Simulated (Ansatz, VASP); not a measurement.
## Ta: VASP beside Ansatz

```
Ta
1.0
    -1.65939    1.65939    1.65939
     1.65939   -1.65939    1.65939
     1.65939    1.65939   -1.65939
Ta
1
Cartesian
  0.0000 0.0000 0.0000
```

Alike in both runs: functional PBE; k mesh 18 × 18 × 18; occupations gaussian, width 0.1 eV; no spin polarisation.

Ansatz relaxed the structure, and its values are those at the end. VASP's run is a single point on that final structure, the one shown.

```csv
,VASP,Ansatz
version,VASP 6.6.1,Ansatz 0.2.0
potentials or method,"VASP PAW PBE potentials, release 64 (Ta_pv), cutoff 520 eV","scalar-relativistic, plane waves, PAW"
valence electrons in the cell,11,13
```

```tsv
	VASP	Ansatz	Ansatz less VASP
gap on the k mesh at the Fermi level (eV)	none	none	-
pressure (GPa)	0.1	0.0	-0.09
```

A gap of «none» marks a metal or a gap that the smearing closes. VASP's potentials hold 11 valence electrons a cell and Ansatz's 13, so a difference there can come from the potentials and not from the codes.

Neither program's run includes spin-orbit coupling.
